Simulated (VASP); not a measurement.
# Ni (P6_3/mmc) in VASP: settings compared

Aim: see how the results for Ni move with the level of theory and the settings. Levels: PBEsol, LDA. Tasks: single point.

All numbers are computed with VASP 6.6.1; they aren't measurements. Logs are shortened: lines on timing, memory, paths and dates and some standing lists are left out, and cuts for length are marked.

## Step 1: The cell of the first run

It takes space group P6_3/mmc (No. 194, hexagonal). The conventional cell has a = 2.415 Å, b = 2.415 Å, c = 4.018 Å, α = 90.00°, β = 90.00°, γ = 120.00°. Ni (site symmetry -6m2) has 12 Ni at 2.41 to 2.45 Å within 3.2 Å.

## Step 2: Single point, PBEsol, collinear spin, ferromagnetic start (volume scaled by 0.96)

File INCAR:

```
ALGO = Fast ; EDIFF = 1E-6
ENCUT = 520 ; GGA = PS
ISIF = 2 ; ISMEAR = -1
ISPIN = 2 ; LASPH = True
LCHARG = False ; LMAXMIX = 4
LORBIT = 11 ; LREAL = False
LWAVE = False ; MAGMOM = 1 1
NBANDS = 21 ; NELM = 150
PREC = Accurate ; SIGMA = 0.05
```

File KPOINTS:

```
k-points
0
Gamma
  12 12 7
```

File POSCAR:

```
Ni
1.0
    2.4149374515      0.0000000000      0.0000000000
   -1.2074687258      2.0913971816      0.0000000000
    0.0000000000      0.0000000000      4.0177628822
Ni
2
Direct
    0.6666666667      0.3333333333      0.7500000000
    0.3333333333      0.6666666667      0.2500000000
```

Potentials or basis: VASP PAW PBE potentials, release 64 (Ni).

Launch:

```bash
$ cat potpaw_PBE.64/Ni/POTCAR > POTCAR
$ mpirun -np 1 vasp_std > vasp.out
```

OUTCAR:

```text
EDIFF = 1E-6
   ENCUT = 520
   GGA = PS
   ISIF = 2
   ISMEAR = -1
   ISPIN = 2
   LASPH = True
   LORBIT = 11
   LREAL = False
   NELM = 150
   PREC = Accurate

 ion  position               nearest neighbor table
   1  0.667  0.333  0.750-   2 2.45   2 2.45   2 2.45   2 2.45   2 2.45   2 2.45
   2  0.333  0.667  0.250-   1 2.45   1 2.45   1 2.45   1 2.45   1 2.45   1 2.45

  LATTYP: Found a hexagonal cell.
 ALAT       =     2.4149374515
 C/A-ratio  =     1.6637130207

  Lattice vectors:

 A1 = (   2.4149374515,   0.0000000000,   0.0000000000)
 A2 = (  -1.2074687258,   2.0913971816,   0.0000000000)
 A3 = (   0.0000000000,   0.0000000000,   4.0177628822)

Analysis of symmetry for initial positions (statically):
=====================================================================
 Subroutine PRICEL returns:
 Original cell was already a primitive cell.

 Routine SETGRP: Setting up the symmetry group for a
 hexagonal supercell.

 Subroutine GETGRP returns: Found 24 space group operations
 (whereof 12 operations were pure point group operations)
 out of a pool of 24 trial point group operations.

The static configuration has the point symmetry D_3d.
 The point group associated with its full space group is D_6h.

Analysis of symmetry for dynamics (positions and initial velocities):
=====================================================================
 Subroutine PRICEL returns:
 Original cell was already a primitive cell.

 Routine SETGRP: Setting up the symmetry group for a
 hexagonal supercell.

 Subroutine GETGRP returns: Found 24 space group operations
 (whereof 12 operations were pure point group operations)
 out of a pool of 24 trial point group operations.

The dynamic configuration has the point symmetry D_3d.
 The point group associated with its full space group is D_6h.

Analysis of structural, dynamic, and magnetic symmetry:
=====================================================================
 Subroutine PRICEL returns:
 Original cell was already a primitive cell.

 Routine SETGRP: Setting up the symmetry group for a
 hexagonal supercell.

 Subroutine GETGRP returns: Found 24 space group operations
 (whereof 12 operations were pure point group operations)
 out of a pool of 24 trial point group operations.

The overall configuration has the point symmetry D_3d.
 The point group associated with its full space group is D_6h.

 Subroutine INISYM returns: Found 24 space group operations
 (whereof 12 operations are pure point group operations),
 and found     1 'primitive' translations

----------------------------------------------------------------------------------------

                                     Primitive cell

  volume of cell :      20.2921

  direct lattice vectors                    reciprocal lattice vectors
     2.414937452  0.000000000  0.000000000     0.414089400  0.239074626  0.000000000
    -1.207468726  2.091397182  0.000000000     0.000000000  0.478149253  0.000000000
     0.000000000  0.000000000  4.017762882     0.000000000  0.000000000  0.248894728

  length of vectors
     2.414937452  2.414937452  4.017762882     0.478149253  0.478149253  0.248894728

  position of ions in fractional coordinates (direct lattice)
     0.666666667  0.333333333  0.750000000
     0.333333333  0.666666667  0.250000000

  ion indices of the primitive-cell ions
   primitive index   ion index
                 1           1
                 2           2

----------------------------------------------------------------------------------------

 KPOINTS: k-points

Automatic generation of k-mesh.
 Grid dimensions read from file:
 generate k-points for:   12   12    7

 Generating k-lattice:

  Cartesian coordinates                     Fractional coordinates (reciprocal lattice)
     0.034507450  0.019922886  0.000000000     0.083333333  0.000000000  0.000000000
     0.000000000  0.039845771  0.000000000     0.000000000  0.083333333  0.000000000
     0.000000000  0.000000000  0.035556390     0.000000000  0.000000000  0.142857143

  Length of vectors
     0.039845771  0.039845771  0.035556390

  Shift w.r.t. Gamma in fractional coordinates (k-lattice)
     0.000000000  0.000000000  0.000000000

 Subroutine IBZKPT returns following result:
 ===========================================

 Found     76 irreducible k-points:

 Following reciprocal coordinates:
            Coordinates               Weight
  0.000000  0.000000  0.000000      1.000000
  0.083333  0.000000  0.000000      6.000000
  0.166667  0.000000  0.000000      6.000000
  0.250000 -0.000000  0.000000      6.000000
  0.333333  0.000000  0.000000      6.000000
  0.416667 -0.000000  0.000000      6.000000
[... 16 lines left out ...]
  0.250000 -0.000000  0.142857     12.000000
  0.333333  0.000000  0.142857     12.000000
 [... further k-points ...]
   k-points           NKPTS =     76   k-points in BZ     NKDIM =     76   number of bands    NBANDS=     21
   number of dos      NEDOS =    301   number of ions     NIONS =      2
   total plane-waves  NPLWV =   9720
   dimension x,y,z NGX =    18 NGY =   18 NGZ =   30
   dimension x,y,z NGXF=    36 NGYF=   36 NGZF=   60
   ions per type =               2
   NGX,Y,Z   is equivalent  to a cutoff of  12.39, 12.39, 12.41 a.u.
   NGXF,Y,Z  is equivalent  to a cutoff of  24.78, 24.78, 24.83 a.u.
 SYSTEM =  unknown system
   PREC   = accura    normal or accurate (medium, high low for compatibility)
   ISTART =      0    job   : 0-new  1-cont  2-samecut
   ICHARG =      2    charge: 1-file 2-atom 10-const
   ISPIN  =      2    spin polarized calculation?
   LNONCOLLINEAR =      F non collinear calculations
   LSORBIT =      F    spin-orbit coupling
   LASPH  =      T    aspherical Exc in radial PAW
   ENCUT  =  520.0 eV  38.22 Ry    6.18 a.u.   4.49  4.49  7.47*2*pi/ulx,y,z
   NELM   =    150;   NELMIN=  2; NELMDL= -5     # of ELM steps
   EDIFF  = 0.1E-05   stopping-criterion for ELM
   LREAL  =      F    real-space projection
   EDIFFG = 0.1E-04   stopping-criterion for IOM
   NSW    =      0    number of steps for IOM
   IBRION =     -1    ionic relax: 0-MD 1-quasi-New 2-CG
   NFREE  =      0    steps in history (QN), initial steepest desc. (CG)
   ISIF   =      2    stress and relaxation
   ISYM   =      2    0-nonsym 1-usesym 2-fastsym
   POTIM  = 0.5000    time-step for ionic-motion
   TEBEG  =    0.0;   TEEND  =   0.0 temperature during run
   PSTRESS=    0.0 pullay stress
   NELECT =      20.0000    total number of electrons
   NUPDOWN=      -1.0000    fix difference up-down
   EMIN   =  10.00;   EMAX   =-10.00  energy-range for DOS
   EFERMI =   0.00;   METHOD = LEGACY
   ISMEAR =    -1;   SIGMA  =   0.05  broadening in eV -4-tet -1-fermi 0-gaus
   EFERMI_NEDOS =   21; number of points for ismear=-14 and -15
   IALGO  =     68    algorithm
   IMIX   =      4    mixing-type and parameters
     AMIX     =   0.40;   BMIX     =  1.00
     AMIX_MAG =   1.60;   BMIX_MAG =  1.00
  volume/ion in A,a.u.               =      10.15        68.47
  Fermi-wavevector in a.u.,A,eV,Ry     =   1.629206  3.078752 36.114098  2.654311
  Thomas-Fermi vector in A             =   2.721710
   LORBIT       =     11    0 simple, 1 ext, 2 COOP (PROOUT), +10 PAW based schemes
   GGA     = PS    functional components
   LHFCALC =     F    Hartree Fock is set to
   AEXX    =    0.0000 exact exchange contribution
   IVDW    =     0    specifies the selected vdW correction
   LEPSILON=     F    determine dielectric tensor
   LRPA    =     F    only Hartree local field effects (RPA)
 spin polarized calculation
 RMM-DIIS sequential band-by-band and
  energy-cutoff  :      520.00
  volume of cell :       20.29
 maximum number of plane-waves:       564
 NGX is ok and might be reduce to    18
   NGX =  9   NGY =  9   NGZ = 15

 number of electron      19.9999981 magnetization       1.2275923

 Free energy of the ion-electron system (eV)
  ---------------------------------------------------
  ext. energy  EPLUGINS =         0.00000000
  ---------------------------------------------------
  free energy    TOTEN  =       -12.21862461 eV

  energy without entropy =      -12.18431584  energy(sigma->0) =      -12.20147023

 E-fermi :  10.2302     XC(G=0): -13.8538

 val. band max:       10.2261662138   @ k =   0.0833   0.0000   0.1429
 cond. band min:      10.2328025608   @ k =   0.2500   0.1667   0.4286
 fundamental gap:      0.0066363470
 Fermi energy:        10.2302379319

 spin component 1

 k-point     1 :       0.0000    0.0000    0.0000
  band No.  band energies     occupation
      1       0.6511      1.00000
      2       4.9498      1.00000
      3       7.5425      1.00000
      4       7.7102      1.00000
      5       7.7102      1.00000
      6       7.9938      1.00000
[... 13 lines left out ...]
     20      37.6199      0.00000
     21      41.6299      0.00000
[... 529 lines left out ...]
 k-point    24 :       0.3333    0.0000    0.1429
  band No.  band energies     occupation
      1       4.1925      1.00000
      2       5.8194      1.00000
      3       6.1924      1.00000
      4       6.9987      1.00000
      5       7.6743      1.00000
      6       7.9556      1.00000
[... 13 lines left out ...]
     20      35.9579      0.00000
     21      39.0939      0.00000

 [... further k-points ...]

 spin component 2

 k-point     1 :       0.0000    0.0000    0.0000
  band No.  band energies     occupation
      1       0.6482      1.00000
      2       5.3372      1.00000
      3       8.2160      1.00000
      4       8.3647      1.00000
      5       8.3647      1.00000
      6       8.6666      1.00000
[... 13 lines left out ...]
     20      37.7226      0.00000
     21      41.7501      0.00000
[... 529 lines left out ...]
 k-point    24 :       0.3333    0.0000    0.1429
  band No.  band energies     occupation
      1       4.2873      1.00000
      2       6.2900      1.00000
      3       6.6397      1.00000
      4       7.5186      1.00000
      5       8.2770      1.00000
      6       8.5699      1.00000
[... 13 lines left out ...]
     20      36.0656      0.00000
     21      39.1694      0.00000

 [... further k-points ...]
[... 5 lines left out ...]
  --------------------------------------------------------------------------------------
  -------------------------------------------------------------------------------------
  Total        0.9850544      0.9850544      0.4358246     -0.0000000      0.0000000      0.0000000
  in kB       77.7757281     77.7757281     34.4108676     -0.0000000      0.0000000      0.0000000
  external PRESSURE =      63.3207746 kB  Pullay stress =       0.0000000 kB

 VOLUME and BASIS-vectors are now :
 -----------------------------------------------------------------------------
  energy-cutoff  :      520.00
  volume of cell :       20.29
      direct lattice vectors                 reciprocal lattice vectors
     2.414937452  0.000000000  0.000000000     0.414089400  0.239074626  0.000000000
    -1.207468726  2.091397182  0.000000000     0.000000000  0.478149253  0.000000000
     0.000000000  0.000000000  4.017762882     0.000000000  0.000000000  0.248894728

 POSITION                                       TOTAL-FORCE (eV/Angst)
 -----------------------------------------------------------------------------------
      1.20747      0.69713      3.01332         0.000000     -0.000000     -0.000000
     -0.00000      1.39426      1.00444        -0.000000      0.000000      0.000000
 -----------------------------------------------------------------------------------
    total drift:                               -0.000000      0.000000     -0.000000

  FREE ENERGIE OF THE ION-ELECTRON SYSTEM (eV)
  ---------------------------------------------------
  free  energy   TOTEN  =       -12.2186246148 eV

  energy  without entropy=      -12.1843158421  energy(sigma->0) =      -12.20147023

 total charge

# of ion       s       p       d       tot
------------------------------------------
    1        0.531   0.568   8.350   9.449
    2        0.531   0.568   8.350   9.449
--------------------------------------------------
tot          1.062   1.137  16.700  18.898

 magnetization (x)

# of ion       s       p       d       tot
------------------------------------------
    1       -0.005  -0.024   0.646   0.617
    2       -0.005  -0.024   0.646   0.617
--------------------------------------------------
tot         -0.010  -0.048   1.292   1.234
```

Wall time 38 s (1 thread of Intel Xeon Platinum 8488C (Sapphire Rapids), shared host); peak memory 0.16 GiB.

What came out:

```
Free energy                                           : -12.2186 eV
Pressure                                              : 6.3 GPa
Net moment                                            : 1.23 μB per cell
Site moments                                          : Ni +0.62 μB
Valence electrons inside the program's atomic spheres : Ni 9.45
```

Caveat: the PAW data sets were made with another functional, which shifts forces and pressure a little.

## Step 3: Single point, LDA, collinear spin, ferromagnetic start (volume scaled by 0.94)

File INCAR:

```
SYSTEM = Ni
PREC     = Accurate       ! precision mode
ENCUT    = 520            ! plane-wave cutoff, eV
EDIFF    = 1E-7           ! SCF threshold, eV
ISMEAR   = -1             ! smearing method
SIGMA    = 0.05           ! smearing width, eV
LREAL    = .FALSE.        ! projectors in reciprocal space
LASPH    = .TRUE.         ! aspherical terms in the spheres
NELM     = 150            ! most SCF steps
ALGO     = Fast           ! electronic algorithm
ISIF     = 2              ! what is computed and relaxed
LWAVE    = .FALSE.        ! write WAVECAR
LCHARG   = .FALSE.        ! write CHGCAR
ISPIN    = 2              ! spin polarisation
MAGMOM   = 1 1            ! initial moments
LORBIT   = 11             ! projections on sites
LMAXMIX  = 4              ! l up to which the mixer works
GGA      = CA             ! functional
NBANDS   = 21             ! bands
```

File KPOINTS:

```
Automatic mesh
0
G
  12 12 7
  0 0 0
```

File POSCAR:

```
Ni
1.0
    2.3980492245      0.0000000000      0.0000000000
   -1.1990246123      2.0767715480      0.0000000000
    0.0000000000      0.0000000000      3.9896657190
Ni
2
Direct
    0.6666666667      0.3333333333      0.7500000000
    0.3333333333      0.6666666667      0.2500000000
```

Potentials or basis: VASP PAW LDA potentials, release 64 (Ni).

Launch:

```bash
$ cat potpaw_LDA.64/Ni/POTCAR > POTCAR
$ mpirun -np 1 vasp_std > vasp.out
```

It took 31 s on 1 thread of Intel Xeon 6975P-C (Granite Rapids), shared host; peak memory 0.15 GiB.

Results (log left out):

* Free energy: -13.1158 eV
* Pressure: 3.0 GPa
* Net moment: 1.09 μB per cell
* Site moments: Ni +0.55 μB
* Valence electrons inside the program's atomic spheres: Ni 9.50

Stress tensor (GPa, compression positive):
```
4.27 0.00 0.00
0.00 4.27 0.00
0.00 0.00 0.58
```

Levels at points of the mesh, in eV from the Fermi level:
Spin up:
```tsv
k point	band 7	band 8	band 9	band 10	band 11	band 12	band 13	band 14
(0.00, 0.00, 0.00)	-2.19	-1.63	-1.63	-0.64	-0.59	-0.59	6.13	23.68
(0.50, 0.00, 0.00)	-2.16	-0.44	-0.40	-0.31	1.42	3.50	9.86	10.49
```
Spin down:
```csv
k point,band 8,band 9,band 10,band 11,band 12,band 13
"(0.00, 0.00, 0.00)",-1.09,-1.09,-0.60,-0.02,-0.02,6.48
"(0.50, 0.00, 0.00)",0.16,0.17,0.30,1.82,3.82,10.02
```
